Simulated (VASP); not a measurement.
# SiO2 in VASP: a series of runs

Runs on SiO2. Level: PBE+D3(BJ). Tasks: single point.

Program: VASP 6.6.1. These are calculated values, not measurements. Logs are shortened: lines on timing, memory, paths and dates and some standing lists are left out, and cuts for length are marked.

## Step 1: The cell of the first run

The cell holds a slab with vacuum, 24 atoms: a = 5.913 Å, b = 5.332 Å, c = 16.768 Å, α = 90.00°, β = 90.00°, γ = 90.00°.

## Step 2: Single point, PBE+D3(BJ)

File INCAR:

```
PREC = Accurate ; ENCUT = 520
EDIFF = 1E-6 ; ISMEAR = -1
SIGMA = 0.02 ; LREAL = Auto
LASPH = T ; NELM = 80
ALGO = Normal ; ISIF = 2
LWAVE = F ; LCHARG = F
GGA = PE ; IVDW = 12
NBANDS = 82
```

File KPOINTS:

```
regular mesh
0
Gamma
  2 2 1
```

File POSCAR:

```
SiO2
1.0
    5.9131100000      0.0000000000      0.0000000000
    0.0000000000      5.3324000000      0.0000000000
    0.0000000000      0.0000000000     16.7677400000
Si O
8 16
Direct
    0.0000000000      0.0000000000      0.0596383293
    0.5000076102      0.2500000000      0.0596383293
    0.5113383651      0.0210974421      0.2664044171
    0.9891410780      0.2418235691      0.2388336174
    0.0000000000      0.5000000000      0.0596383293
    0.5000076102      0.7500000000      0.0596383293
    0.4910275642      0.5080826645      0.2609713653
    0.9803301478      0.7395544220      0.2481491244
   -0.0033315802     -0.0012377166      0.1673153329
    0.1937051738      0.2500000000      0.0596383293
    0.5049627015     -0.0103330583      0.1132174044
    0.8062931351      0.2500000000      0.0596383293
    0.5430813903     -0.0020066012      0.3634359788
    0.6806739601      0.2654339509      0.2284267289
   -0.0427017255      0.0054009452      0.3063561339
    0.3207449210      0.2413359838      0.2416008359
    0.0175373027      0.5249043583      0.1592283754
    0.1937051738      0.7500000000      0.0596383293
    0.4934797425      0.5073325332      0.1213162895
    0.8062931351      0.7500000000      0.0596383293
    0.5177478518      0.4576175831      0.3591778021
    0.6885040190      0.7629022579      0.2364182651
    0.0202600662      0.4918423224      0.3022589806
    0.3095156356      0.7638399220      0.2445052225
```

Potentials or basis: VASP PAW PBE potentials, release 64 (Si, O).

On the command line:

```
$ cat potpaw_PBE.64/Si/POTCAR potpaw_PBE.64/O/POTCAR > POTCAR
$ mpirun -np 1 vasp_std > vasp.out
```

OUTCAR:

```text
PREC = Accurate
   ENCUT = 520
   EDIFF = 1E-6
   ISMEAR = -1
   LREAL = Auto
   LASPH = T
   NELM = 80
   ISIF = 2
   GGA = PE
   IVDW = 12
 IVDW          = 12

 ion  position               nearest neighbor table
   1  0.000  0.000  0.060-  10 1.76  18 1.76  12 1.76  20 1.76   9 1.81   5 2.67   5 2.67
   2  0.500  0.250  0.060-  11 1.65  19 1.72  12 1.81  10 1.81   6 2.67   6 2.67
   3  0.511  0.021  0.266-  13 1.64  16 1.68  14 1.76  22 1.80  24 1.85   7 2.60   7 2.74   4 3.10

   4  0.989  0.242  0.239-  15 1.70  23 1.72   9 1.77  14 1.84  16 1.96  17 2.02   8 2.66   8 2.68
                             3 3.10
   5  0.000  0.500  0.060-  17 1.68  10 1.76  18 1.76  12 1.76  20 1.76   1 2.67   1 2.67
   6  0.500  0.750  0.060-  11 1.56  19 1.66  20 1.81  18 1.81   2 2.67   2 2.67
   7  0.491  0.508  0.261-  21 1.68  24 1.76  16 1.77  14 1.80  22 1.84  19 2.34   3 2.60   3 2.74

   8  0.980  0.740  0.248-  23 1.62  15 1.73  22 1.74  17 1.89   9 1.94  24 1.95   4 2.66   4 2.68

   9  0.997  0.999  0.167-   4 1.77   1 1.81   8 1.94
  10  0.194  0.250  0.060-   1 1.76   5 1.76   2 1.81
  11  0.505  0.990  0.113-   6 1.56   2 1.65
  12  0.806  0.250  0.060-   1 1.76   5 1.76   2 1.81
  13  0.543  0.998  0.363-   3 1.64
  14  0.681  0.265  0.228-   3 1.76   7 1.80   4 1.84
  15  0.957  0.005  0.306-   4 1.70   8 1.73
  16  0.321  0.241  0.242-   3 1.68   7 1.77   4 1.96
  17  0.018  0.525  0.159-   5 1.68   8 1.89   4 2.02
  18  0.194  0.750  0.060-   1 1.76   5 1.76   6 1.81
  19  0.493  0.507  0.121-   6 1.66   2 1.72   7 2.34
  20  0.806  0.750  0.060-   1 1.76   5 1.76   6 1.81
  21  0.518  0.458  0.359-   7 1.68
  22  0.689  0.763  0.236-   8 1.74   3 1.80   7 1.84
  23  0.020  0.492  0.302-   8 1.62   4 1.72
  24  0.310  0.764  0.245-   7 1.76   3 1.85   8 1.95

  LATTYP: Found a simple orthorhombic cell.
 ALAT       =     5.3324000000
 B/A-ratio  =     1.1089021829
 C/A-ratio  =     3.1445015378

  Lattice vectors:

 A1 = (   0.0000000000,  -5.3324000000,   0.0000000000)
 A2 = (   5.9131100000,   0.0000000000,   0.0000000000)
 A3 = (   0.0000000000,   0.0000000000,  16.7677400000)

Analysis of symmetry for initial positions (statically):
=====================================================================
 Subroutine PRICEL returns:
 Original cell was already a primitive cell.

 Routine SETGRP: Setting up the symmetry group for a
 simple orthorhombic supercell.

 Subroutine GETGRP returns: Found  1 space group operations
 (whereof  1 operations were pure point group operations)
 out of a pool of  8 trial point group operations.

The static configuration has the point symmetry C_1 .

[... 142 lines left out ...]
   ISYM   =      2    0-nonsym 1-usesym 2-fastsym
   POTIM  = 0.5000    time-step for ionic-motion
   TEBEG  =    0.0;   TEEND  =   0.0 temperature during run
   PSTRESS=    0.0 pullay stress
   NELECT =     128.0000    total number of electrons
   NUPDOWN=      -1.0000    fix difference up-down
   EMIN   =  10.00;   EMAX   =-10.00  energy-range for DOS
   EFERMI =   0.00;   METHOD = LEGACY
   ISMEAR =    -1;   SIGMA  =   0.02  broadening in eV -4-tet -1-fermi 0-gaus
   EFERMI_NEDOS =   21; number of points for ismear=-14 and -15
   IALGO  =     38    algorithm
   IMIX   =      4    mixing-type and parameters
     AMIX     =   0.40;   BMIX     =  1.00
     AMIX_MAG =   1.60;   BMIX_MAG =  1.00
  volume/ion in A,a.u.               =      22.03       148.66
  Fermi-wavevector in a.u.,A,eV,Ry     =   1.020329  1.928143 14.164647  1.041072
  Thomas-Fermi vector in A             =   2.153893
   LORBIT       =      0    0 simple, 1 ext, 2 COOP (PROOUT), +10 PAW based schemes
   GGA     = PE    functional components
   LHFCALC =     F    Hartree Fock is set to
   AEXX    =    0.0000 exact exchange contribution
   IVDW    =    12    specifies the selected vdW correction
   LEPSILON=     F    determine dielectric tensor
   LRPA    =     F    only Hartree local field effects (RPA)
 non-spin polarized calculation
  energy-cutoff  :      520.00
  volume of cell :      528.70
 maximum number of plane-waves:     14216
 NGX is ok and might be reduce to    48
   NGX = 21   NGY = 19   NGZ = 63

 number of electron     127.9999996 magnetization

 Free energy of the ion-electron system (eV)
  ---------------------------------------------------
  ext. energy  EPLUGINS =         0.00000000
  ---------------------------------------------------
  free energy    TOTEN  =      -166.08589703 eV

  energy without entropy =     -166.05252231  energy(sigma->0) =     -166.06920967

 E-fermi :  -1.0375     XC(G=0):  -5.4651

 val. band max:       -1.0467536236   @ k =   0.5000   0.5000   0.0000
 cond. band min:      -1.0245122661   @ k =   0.0000   0.0000   0.0000
 fundamental gap:      0.0222413575
 Fermi energy:        -1.0375305306

 k-point     1 :       0.0000    0.0000    0.0000
  band No.  band energies     occupation
      1     -25.0131      2.00000
      2     -23.5283      2.00000
      3     -22.9190      2.00000
      4     -22.4053      2.00000
      5     -22.0797      2.00000
      6     -22.0685      2.00000
[... 305 lines left out ...]
     75       6.3853      0.00000
     76       6.4887      0.00000
 [bands above 76 left out]

------------------------ aborting loop because EDIFF is reached ----------------------------------------

 Edisp (eV)   -3.76360

 E8    (eV) :    -1.3465

  FORCE on cell =-STRESS in cart. coord.  units (eV):
  Direction    XX          YY          ZZ          XY          YZ          ZX
  --------------------------------------------------------------------------------------
  -------------------------------------------------------------------------------------
  Total      16.15344     2.02464     2.07579     0.45829    -0.17264     0.65736
  in kB      48.95111     6.13542     6.29044     1.38879    -0.52317     1.99205
  external pressure =       20.46 kB  Pullay stress =        0.00 kB

 VOLUME and BASIS-vectors are now :
 -----------------------------------------------------------------------------
  energy-cutoff  :      520.00
  volume of cell :      528.70
      direct lattice vectors                 reciprocal lattice vectors
     5.913110000  0.000000000  0.000000000     0.169115745  0.000000000  0.000000000
     0.000000000  5.332400000  0.000000000     0.000000000  0.187532818  0.000000000
     0.000000000  0.000000000 16.767740000     0.000000000  0.000000000  0.059638329

 POSITION                                       TOTAL-FORCE (eV/Angst)
 -----------------------------------------------------------------------------------
      0.00000      0.00000      1.00000         0.101584     -0.305076      6.918595
      2.95660      1.33310      1.00000        -0.064805      1.743526      0.938287
      3.02360      0.11250      4.46700        -0.098989     -1.700231     -0.058588
      5.84890      1.28950      4.00470         0.595126      0.862605      1.276865
      0.00000      2.66620      1.00000         0.176236      0.443424      6.005309
      2.95660      3.99930      1.00000        -0.145172     -3.084904     -0.799072
[... 16 lines left out ...]
      0.11980      2.62270      5.06820        -1.313408     -1.013244      0.019321
      1.83020      4.07310      4.09980         0.241483     -0.053376      0.433644
 -----------------------------------------------------------------------------------
    total drift:                               -0.009410     -0.004802      0.009037

  FREE ENERGIE OF THE ION-ELECTRON SYSTEM (eV)
  ---------------------------------------------------
  free  energy   TOTEN  =      -169.8495014956 eV

  energy  without entropy=     -169.8161267783  energy(sigma->0) =     -169.83281414
```

stdout:

```text
POSCAR found type information on POSCAR SiO
 POSCAR found :  2 types and      24 ions
 scaLAPACK will be used
 LDA part: xc-table for (Slater+PW92), standard interpolation
 POSCAR, INCAR and KPOINTS ok, starting setup
 FFT: planning ... GRIDC
 FFT: planning ... GRID_SOFT
 FFT: planning ... GRID
 WAVECAR not read
 entering main loop
```

Run time: 6.9 min. Hardware: 1 thread of Intel Xeon 6975P-C (Granite Rapids), shared host; peak memory 0.53 GiB.

Results:

```yaml
Free_energy: -169.8495 eV
Largest_force: 6.926 eV/Å
Band_gap_on_the_k_mesh: zero (bands 64 and 65 overlap by 0.03 eV)
Dispersion_energy_per_atom: -0.157 eV
```

Forces on the atoms (eV/Å):
```
Si   0.102 -0.305  6.919
Si  -0.065  1.744  0.938
Si  -0.099 -1.700 -0.059
Si   0.595  0.863  1.277
Si   0.176  0.443  6.005
Si  -0.145 -3.085 -0.799
Si   0.089  0.359  0.113
Si   1.431  1.993 -0.684
O    0.333  0.652 -1.785
O   -1.369 -0.375 -3.198
O   -0.343  2.907  1.012
O    1.404  0.102 -3.048
O   -0.145  0.764  0.291
O    1.982 -0.082  0.345
O    1.419 -0.354 -0.084
O   -2.686  0.631 -0.589
O   -0.913 -2.111  1.666
O   -1.104  0.815 -4.106
O    0.146 -1.108 -1.013
O    1.171  0.143 -3.739
O    0.099  0.144 -0.085
O   -1.006 -1.372  0.169
O   -1.313 -1.013  0.019
O    0.241 -0.053  0.434
```

Caveat: the k points lie up to 0.59 Å⁻¹ apart.

## Step 3: Single point, PBE+D3(BJ)

File INCAR:

```
ALGO = Normal ; EDIFF = 1E-7
ENCUT = 520 ; GGA = PE
ISIF = 2 ; ISMEAR = -1
IVDW = 12 ; LASPH = T
LCHARG = F ; LREAL = Auto
LWAVE = F ; NBANDS = 82
NELM = 80 ; PREC = Accurate
SIGMA = 0.02
```

File KPOINTS:

```
k-points
0
Gamma
  2 2 1
```

File POSCAR:

```
SiO2
1.0
    5.9131100000      0.0000000000      0.0000000000
    0.0000000000      5.3324000000      0.0000000000
    0.0000000000      0.0000000000     16.7677400000
Si O
8 16
Direct
    0.0000000000      0.0000000000      0.0596383293
    0.5000076102      0.2500000000      0.0596383293
    0.5007009848      0.0090015753      0.2680921818
    0.9854543548      0.2524191734      0.2428770961
    0.0000000000      0.5000000000      0.0596383293
    0.5000076102      0.7500000000      0.0596383293
    0.4884908280      0.4900232541      0.2698097657
    0.9912381133      0.7543695147      0.2469205749
    0.0012176334      0.0019690946      0.1582264515
    0.1937051738      0.2500000000      0.0596383293
    0.5087339826      0.0015565224      0.1176425684
    0.8062931351      0.2500000000      0.0596383293
    0.5463960589      0.0795514215      0.3615275523
    0.6821960018      0.2519128347      0.2323449672
    0.0046168598     -0.0022691471      0.3033324706
    0.2898982092      0.2490435826      0.2439088392
   -0.0207335903      0.4769334634      0.1639755865
    0.1937051738      0.7500000000      0.0596383293
    0.4902665433      0.5009939239      0.1174397981
    0.8062931351      0.7500000000      0.0596383293
    0.5219419223      0.4615557723      0.3659765717
    0.6807246948      0.7373602881      0.2392272304
   -0.0066800719      0.4979371390      0.3073759493
    0.3251588420      0.7592266147      0.2453520868
```

Potentials or basis: VASP PAW PBE potentials, release 64 (Si, O).

On the command line:

```
$ cat potpaw_PBE.64/Si/POTCAR potpaw_PBE.64/O/POTCAR > POTCAR
$ mpirun -np 1 vasp_std > vasp.out
```

OUTCAR:

```text
EDIFF = 1E-7
   ENCUT = 520
   GGA = PE
   ISIF = 2
   ISMEAR = -1
   IVDW = 12
   LASPH = T
   LREAL = Auto
   NELM = 80
   PREC = Accurate
 IVDW          = 12

 ion  position               nearest neighbor table
   1  0.000  0.000  0.060-   9 1.65  10 1.76  18 1.76  12 1.76  20 1.76   5 2.67   5 2.67
   2  0.500  0.250  0.060-  11 1.64  19 1.65  12 1.81  10 1.81   6 2.67   6 2.67
   3  0.501  0.009  0.268-  13 1.63  24 1.73  14 1.79  16 1.83  22 1.86  11 2.52   7 2.57   7 2.77

   4  0.985  0.252  0.243-  15 1.70  23 1.70  17 1.78  16 1.80  14 1.80   9 1.95   8 2.66   8 2.68
[... 566 lines left out ...]
  Total      14.80309    -1.36705     3.01906     0.19165     0.56999    -1.03325
  in kB      44.85902    -4.14270     9.14891     0.58078     1.72729    -3.13116
  external pressure =       16.62 kB  Pullay stress =        0.00 kB

 VOLUME and BASIS-vectors are now :
 -----------------------------------------------------------------------------
  energy-cutoff  :      520.00
  volume of cell :      528.70
      direct lattice vectors                 reciprocal lattice vectors
     5.913110000  0.000000000  0.000000000     0.169115745  0.000000000  0.000000000
     0.000000000  5.332400000  0.000000000     0.000000000  0.187532818  0.000000000
     0.000000000  0.000000000 16.767740000     0.000000000  0.000000000  0.059638329

 POSITION                                       TOTAL-FORCE (eV/Angst)
 -----------------------------------------------------------------------------------
      0.00000      0.00000      1.00000        -0.150087      0.062783      5.653916
      2.95660      1.33310      1.00000         0.068859      0.183966      0.676006
      2.96070      0.04800      4.49530         0.047725     -0.121855     -1.824896
      5.82710      1.34600      4.07250         0.435194     -0.208403      0.361175
      0.00000      2.66620      1.00000        -0.255917     -0.280716      6.865977
      2.95660      3.99930      1.00000         0.073334      0.178773      0.540410
[... 16 lines left out ...]
      5.87361      2.65520      5.15400         0.014711      0.539540     -0.804956
      1.92270      4.04850      4.11400        -2.456484     -0.967141      0.583346
 -----------------------------------------------------------------------------------
    total drift:                               -0.005797     -0.001601      0.006643

  FREE ENERGIE OF THE ION-ELECTRON SYSTEM (eV)
  ---------------------------------------------------
  free  energy   TOTEN  =      -170.5550890593 eV

  energy  without entropy=     -170.5344708809  energy(sigma->0) =     -170.54477997
```

stdout:

```text
POSCAR found type information on POSCAR SiO
 POSCAR found :  2 types and      24 ions
 scaLAPACK will be used
 LDA part: xc-table for (Slater+PW92), standard interpolation
 POSCAR, INCAR and KPOINTS ok, starting setup
 FFT: planning ... GRIDC
 FFT: planning ... GRID_SOFT
 FFT: planning ... GRID
 WAVECAR not read
 entering main loop
```

Run time: 5.2 min. Hardware: 1 thread of Intel Xeon 6975P-C (Granite Rapids), shared host; peak memory 0.54 GiB.

What came out:

```yaml
Free_energy: -170.5551 eV
Largest_force: 6.876 eV/Å
Band_gap_on_the_k_mesh: zero (bands 64 and 65 overlap by 0.03 eV)
Dispersion_energy_per_atom: -0.155 eV
```

Forces in eV/Å, atoms in the order of the input:
```
Si  -0.150  0.063  5.654
Si   0.069  0.184  0.676
Si   0.048 -0.122 -1.825
Si   0.435 -0.208  0.361
Si  -0.256 -0.281  6.866
Si   0.073  0.179  0.540
Si   0.423  0.378 -1.848
Si  -0.154 -1.866 -0.451
O   -0.145 -0.912  2.561
O   -0.992  0.015 -3.809
O   -0.626 -0.427 -0.386
O    0.871  0.133 -4.161
O   -0.388  1.200  1.594
O   -0.916 -0.465  0.520
O   -1.060  1.119  0.252
O    2.454  0.520 -0.285
O    1.306  2.381 -0.479
O   -1.345 -0.255 -3.346
O    0.300 -0.069 -0.347
O    1.229 -0.464 -3.568
O   -0.062 -1.945  0.536
O    1.328  1.271  1.166
O    0.015  0.540 -0.805
O   -2.456 -0.967  0.583
```

Caveat: the k points lie up to 0.59 Å⁻¹ apart.
